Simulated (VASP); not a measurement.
# MgO (Fm-3m) in VASP: single point with r2SCAN+rVV10

Aim: the single point of MgO with r2SCAN+rVV10.

Program: VASP 6.6.1. These are calculated values, not measurements. Logs are shortened: lines on timing, memory, paths and dates and some standing lists are left out, and cuts for length are marked.

### Step 1. The cell of the first run

It takes space group Fm-3m (No. 225, cubic). Conventional cell: a = 4.195 Å, b = 4.195 Å, c = 4.195 Å, α = 90.00°, β = 90.00°, γ = 90.00°. Mg (site symmetry m-3m) has 6 O at 2.10 Å within 2.8 Å. O (site symmetry m-3m) has 6 Mg at 2.10 Å within 2.8 Å.

### Step 2. Single point, r2SCAN+rVV10

POSCAR

```
MgO
1.0
    0.0000000000      2.0975545064      2.0975545064
    2.0975545064      0.0000000000      2.0975545064
    2.0975545064      2.0975545064      0.0000000000
Mg O
1 1
Direct
    0.0000000000      0.0000000000      0.0000000000
    0.5000000000      0.5000000000      0.5000000000
```

INCAR.step1

```
PREC = Accurate
ENCUT = 920
ISMEAR = -1
SIGMA = 0.03
LREAL = False
LASPH = True
NELM = 120
NBANDS = 15
GGA = PE
ALGO = Normal
EDIFF = 1E-5
LWAVE = True
LCHARG = False
GGA_COMPAT = False
```

INCAR.step2

```
PREC = Accurate
ENCUT = 920
EDIFF = 1E-6
ISMEAR = -1
SIGMA = 0.03
LREAL = False
LASPH = True
NELM = 120
ALGO = Normal
ISIF = 2
LWAVE = False
LCHARG = True
METAGGA = R2SCAN
LMIXTAU = True
LUSE_VDW = True
IVDW_NL = 2
BPARAM = 11.95
CPARAM = 0.0093
LELF = True
LVHAR = True
NBANDS = 15
ISTART = 1
GGA_COMPAT = False
```

KPOINTS

```
regular mesh
0
Gamma
  12 12 12
```

Potentials or basis: VASP PAW PBE potentials, release 64 (Mg_sv, O).

On the command line:

```
$ cat potpaw_PBE.64/Mg_sv/POTCAR potpaw_PBE.64/O/POTCAR > POTCAR
$ cp INCAR.step1 INCAR
$ mpirun -np 1 vasp_std > vasp.out
$ cp INCAR.step2 INCAR
$ mpirun -np 1 vasp_std > vasp.out
```

OUTCAR:

```text
PREC = Accurate
   ENCUT = 920
   EDIFF = 1E-6
   ISMEAR = -1
   LREAL = False
   LASPH = True
   NELM = 120
   ISIF = 2
   METAGGA = R2SCAN
   IVDW_NL = 2
   BPARAM = 11.95
   ISTART = 1

 ion  position               nearest neighbor table
   1  0.000  0.000  0.000-   2 2.10   2 2.10   2 2.10   2 2.10   2 2.10   2 2.10
   2  0.500  0.500  0.500-   1 2.10   1 2.10   1 2.10   1 2.10   1 2.10   1 2.10

  LATTYP: Found a face centered cubic cell.
 ALAT       =     4.1951090128

  Lattice vectors:

 A1 = (   0.0000000000,   2.0975545064,   2.0975545064)
 A2 = (   2.0975545064,   0.0000000000,   2.0975545064)
 A3 = (   2.0975545064,   2.0975545064,   0.0000000000)

Analysis of symmetry for initial positions (statically):
=====================================================================
 Subroutine PRICEL returns:
 Original cell was already a primitive cell.

 Routine SETGRP: Setting up the symmetry group for a
 face centered cubic supercell.

 Subroutine GETGRP returns: Found 48 space group operations
 (whereof 48 operations were pure point group operations)
 out of a pool of 48 trial point group operations.

The static configuration has the point symmetry O_h .

Analysis of symmetry for dynamics (positions and initial velocities):
=====================================================================
 Subroutine PRICEL returns:
 Original cell was already a primitive cell.

 Routine SETGRP: Setting up the symmetry group for a
 face centered cubic supercell.

 Subroutine GETGRP returns: Found 48 space group operations
 (whereof 48 operations were pure point group operations)
 out of a pool of 48 trial point group operations.

The dynamic configuration has the point symmetry O_h .

 Subroutine INISYM returns: Found 48 space group operations
 (whereof 48 operations are pure point group operations),
 and found     1 'primitive' translations

----------------------------------------------------------------------------------------

                                     Primitive cell

  volume of cell :      18.4574

  direct lattice vectors                    reciprocal lattice vectors
     0.000000000  2.097554506  2.097554506    -0.238372828  0.238372828  0.238372828
     2.097554506  0.000000000  2.097554506     0.238372828 -0.238372828  0.238372828
     2.097554506  2.097554506  0.000000000     0.238372828  0.238372828 -0.238372828

  length of vectors
     2.966390031  2.966390031  2.966390031     0.412873850  0.412873850  0.412873850

  position of ions in fractional coordinates (direct lattice)
     0.000000000  0.000000000  0.000000000
     0.500000000  0.500000000  0.500000000

  ion indices of the primitive-cell ions
   primitive index   ion index
                 1           1
                 2           2

----------------------------------------------------------------------------------------

 KPOINTS: regular mesh

Automatic generation of k-mesh.
 Grid dimensions read from file:
 generate k-points for:   12   12   12

 Generating k-lattice:

  Cartesian coordinates                     Fractional coordinates (reciprocal lattice)
    -0.019864402  0.019864402  0.019864402     0.083333333  0.000000000  0.000000000
     0.019864402 -0.019864402  0.019864402     0.000000000  0.083333333  0.000000000
     0.019864402  0.019864402 -0.019864402     0.000000000  0.000000000  0.083333333

  Length of vectors
     0.034406154  0.034406154  0.034406154

  Shift w.r.t. Gamma in fractional coordinates (k-lattice)
     0.000000000  0.000000000  0.000000000

 Subroutine IBZKPT returns following result:
 ===========================================

 Found     72 irreducible k-points:

 Following reciprocal coordinates:
            Coordinates               Weight
  0.000000  0.000000  0.000000      1.000000
  0.083333  0.000000  0.000000      8.000000
  0.166667  0.000000  0.000000      8.000000
  0.250000  0.000000  0.000000      8.000000
  0.333333  0.000000  0.000000      8.000000
  0.416667  0.000000  0.000000      8.000000
[... 16 lines left out ...]
  0.500000  0.166667  0.000000     24.000000
 -0.416667  0.166667  0.000000     24.000000
 [... further k-points ...]
   k-points           NKPTS =     72   k-points in BZ     NKDIM =     72   number of bands    NBANDS=     15
   number of dos      NEDOS =    301   number of ions     NIONS =      2
   total plane-waves  NPLWV =  27000
   dimension x,y,z NGX =    30 NGY =   30 NGZ =   30
   dimension x,y,z NGXF=    60 NGYF=   60 NGZF=   60
   ions per type =               1   1
   NGX,Y,Z   is equivalent  to a cutoff of  16.81, 16.81, 16.81 a.u.
   NGXF,Y,Z  is equivalent  to a cutoff of  33.63, 33.63, 33.63 a.u.
 SYSTEM =  unknown system
   PREC   = accura    normal or accurate (medium, high low for compatibility)
   ISTART =      1    job   : 0-new  1-cont  2-samecut
   ICHARG =      0    charge: 1-file 2-atom 10-const
   ISPIN  =      1    spin polarized calculation?
   LNONCOLLINEAR =      F non collinear calculations
   LSORBIT =      F    spin-orbit coupling
   LASPH  =      T    aspherical Exc in radial PAW
   ENCUT  =  920.0 eV  67.62 Ry    8.22 a.u.   7.34  7.34  7.34*2*pi/ulx,y,z
   NELM   =    120;   NELMIN=  2; NELMDL=  0     # of ELM steps
   EDIFF  = 0.1E-05   stopping-criterion for ELM
   LREAL  =      F    real-space projection
[... 7 lines left out ...]
   TEBEG  =    0.0;   TEEND  =   0.0 temperature during run
   PSTRESS=    0.0 pullay stress
   NELECT =      16.0000    total number of electrons
   NUPDOWN=      -1.0000    fix difference up-down
   EMIN   =  10.00;   EMAX   =-10.00  energy-range for DOS
   EFERMI =   0.00;   METHOD = LEGACY
   ISMEAR =    -1;   SIGMA  =   0.03  broadening in eV -4-tet -1-fermi 0-gaus
   EFERMI_NEDOS =   21; number of points for ismear=-14 and -15
   IALGO  =     38    algorithm
   IMIX   =      4    mixing-type and parameters
     AMIX     =   0.40;   BMIX     =  1.00
     AMIX_MAG =   1.60;   BMIX_MAG =  1.00
  volume/ion in A,a.u.               =       9.23        62.28
  Fermi-wavevector in a.u.,A,eV,Ry     =   1.560959  2.949785 33.151872  2.436594
  Thomas-Fermi vector in A             =   2.664095
   LORBIT       =      0    0 simple, 1 ext, 2 COOP (PROOUT), +10 PAW based schemes
   METAGGA = R2SCAN    functional components
   LHFCALC =     F    Hartree Fock is set to
   AEXX    =    0.0000 exact exchange contribution
   IVDW_NL    =     2    kernel type
   BPARAM     =11.9500
   IVDW    =     0    specifies the selected vdW correction
   LEPSILON=     F    determine dielectric tensor
   LRPA    =     F    only Hartree local field effects (RPA)
 non-spin polarized calculation
  energy-cutoff  :      920.00
  volume of cell :       18.46
 maximum number of plane-waves:      1211
 NGX is ok and might be reduce to    30
   NGX = 15   NGY = 15   NGZ = 15

 number of electron      16.0000000 magnetization

 Free energy of the ion-electron system (eV)
  ---------------------------------------------------
  ext. energy  EPLUGINS =         0.00000000
  ---------------------------------------------------
  free energy    TOTEN  =       -15.67942816 eV

  energy without entropy =      -15.67942816  energy(sigma->0) =      -15.67942816

 E-fermi :   3.4482     XC(G=0): -12.1511

 val. band max:        2.5794100869   @ k =   0.0000   0.0000   0.0000
 cond. band min:       8.3031837857   @ k =   0.0000   0.0000   0.0000
 fundamental gap:      5.7237736988
 Fermi energy:         3.4482232203

 k-point     1 :       0.0000    0.0000    0.0000
  band No.  band energies     occupation
      1     -72.2958      2.00000
      2     -37.3840      2.00000
      3     -37.3840      2.00000
      4     -37.3840      2.00000
      5     -15.6741      2.00000
      6       2.5794      2.00000
      7       2.5794      2.00000
      8       2.5794      2.00000
      9       8.3032      0.00000
     10      19.4706      0.00000
     11      19.4706      0.00000
     12      19.4706      0.00000
     13      23.5839      0.00000
     14      25.4728      0.00000
     15      25.4728      0.00000

 k-point     2 :       0.0833    0.0000    0.0000
  band No.  band energies     occupation
      1     -72.2952      2.00000
      2     -37.3902      2.00000
      3     -37.3846      2.00000
      4     -37.3846      2.00000
      5     -15.5975      2.00000
      6       2.1246      2.00000
      7       2.5293      2.00000
      8       2.5293      2.00000
      9       8.7469      0.00000
     10      18.5067      0.00000
     11      19.6541      0.00000
     12      19.6541      0.00000
     13      24.9076      0.00000
     14      24.9561      0.00000
     15      24.9561      0.00000

 k-point     3 :       0.1667    0.0000    0.0000
  band No.  band energies     occupation
      1     -72.2935      2.00000
      2     -37.4068      2.00000
      3     -37.3862      2.00000
      4     -37.3862      2.00000
      5     -15.3817      2.00000
      6       1.0881      2.00000
      7       2.3955      2.00000
      8       2.3956      2.00000
      9       9.7201      0.00000
     10      17.1305      0.00000
     11      20.0964      0.00000
     12      20.0964      0.00000
     13      24.2450      0.00000
     14      24.2450      0.00000
     15      26.5022      0.00000

 k-point     4 :       0.2500    0.0000    0.0000
  band No.  band energies     occupation
      1     -72.2913      2.00000
      2     -37.4294      2.00000
      3     -37.3883      2.00000
      4     -37.3883      2.00000
      5     -15.0688      2.00000
      6      -0.0836      2.00000
      7       2.2198      2.00000
      8       2.2198      2.00000
      9      10.6757      0.00000
     10      16.2689      0.00000
     11      20.4440      0.00000
     12      20.4440      0.00000
     13      24.1649      0.00000
     14      24.1649      0.00000
     15      26.3579      0.00000
[... 307 lines left out ...]
 k-point    22 :       0.4167    0.1667    0.0000
  band No.  band energies     occupation
      1     -72.2874      2.00000
      2     -37.4535      2.00000
      3     -37.4007      2.00000
      4     -37.3983      2.00000
      5     -14.5031      2.00000
      6      -1.2169      2.00000
      7       1.3709      2.00000
      8       1.7302      2.00000
      9      12.4206      0.00000
     10      15.4606      0.00000
     11      18.5420      0.00000
     12      21.0639      0.00000
     13      23.2360      0.00000
     14      27.4722      0.00000
     15      28.9564      0.00000

 k-point    23 :       0.5000    0.1667    0.0000
  band No.  band energies     occupation
      1     -72.2863      2.00000
      2     -37.4633      2.00000
      3     -37.4048      2.00000
      4     -37.3978      2.00000
      5     -14.3149      2.00000
      6      -1.6340      2.00000
      7       1.1080      2.00000
      8       1.7017      2.00000
      9      12.5744      0.00000
     10      16.0352      0.00000
     11      18.1579      0.00000
     12      20.9348      0.00000
     13      24.0186      0.00000
     14      27.5830      0.00000
     15      28.7120      0.00000

 k-point    24 :      -0.4167    0.1667    0.0000
  band No.  band energies     occupation
      1     -72.2861      2.00000
      2     -37.4643      2.00000
      3     -37.4078      2.00000
      4     -37.3957      2.00000
      5     -14.2849      2.00000
      6      -1.6805      2.00000
      7       0.9697      2.00000
      8       1.7591      2.00000
      9      12.6310      0.00000
     10      16.2139      0.00000
     11      18.1107      0.00000
     12      20.8954      0.00000
     13      24.7512      0.00000
     14      26.4482      0.00000
     15      28.5754      0.00000

 [... further k-points ...]
[... 5 lines left out ...]
  --------------------------------------------------------------------------------------
  -------------------------------------------------------------------------------------
  Total        0.0586386      0.0586386      0.0586386      0.0000000      0.0000000     -0.0000000
  in kB        5.0900793      5.0900793      5.0900793      0.0000000      0.0000000     -0.0000000
  external PRESSURE =       5.0900793 kB  Pullay stress =       0.0000000 kB

 VOLUME and BASIS-vectors are now :
 -----------------------------------------------------------------------------
  energy-cutoff  :      920.00
  volume of cell :       18.46
      direct lattice vectors                 reciprocal lattice vectors
     0.000000000  2.097554506  2.097554506    -0.238372828  0.238372828  0.238372828
     2.097554506  0.000000000  2.097554506     0.238372828 -0.238372828  0.238372828
     2.097554506  2.097554506  0.000000000     0.238372828  0.238372828 -0.238372828

 POSITION                                       TOTAL-FORCE (eV/Angst)
 -----------------------------------------------------------------------------------
      0.00000      0.00000      0.00000        -0.000000     -0.000000     -0.000000
      2.09755      2.09755      2.09755         0.000000      0.000000      0.000000
 -----------------------------------------------------------------------------------
    total drift:                                0.000000      0.000000      0.000000

  FREE ENERGIE OF THE ION-ELECTRON SYSTEM (eV)
  ---------------------------------------------------
  free  energy   TOTEN  =       -15.6794281585 eV

  energy  without entropy=      -15.6794281585  energy(sigma->0) =      -15.67942816
```

It took 3.6 min on 1 thread of Intel Xeon Platinum 8559C (Emerald Rapids), shared host; peak memory 0.3 GiB.

Results:

```yaml
Free_energy: -15.6794 eV
Pressure: 0.5 GPa
Band_gap_on_the_k_mesh: 5.72 eV
```

Levels at points of the mesh, in eV from the valence-band top:
```csv
k point,band 4,band 5,band 6,band 7,band 8,band 9,band 10,band 11,band 12,band 13
"(0.00, 0.00, 0.00)",-39.96,-18.25,0.00,0.00,0.00,5.72,16.89,16.89,16.89,21.00
"(0.50, 0.00, 0.00)",-39.97,-16.94,-4.67,-0.69,-0.69,8.86,13.95,17.60,17.60,22.65
"(0.50, 0.50, 0.00)",-39.99,-16.73,-4.14,-1.39,-1.39,10.01,11.26,14.41,20.61,20.61
```

Caveat: the PAW data sets were made with another functional, which shifts forces and pressure a little.
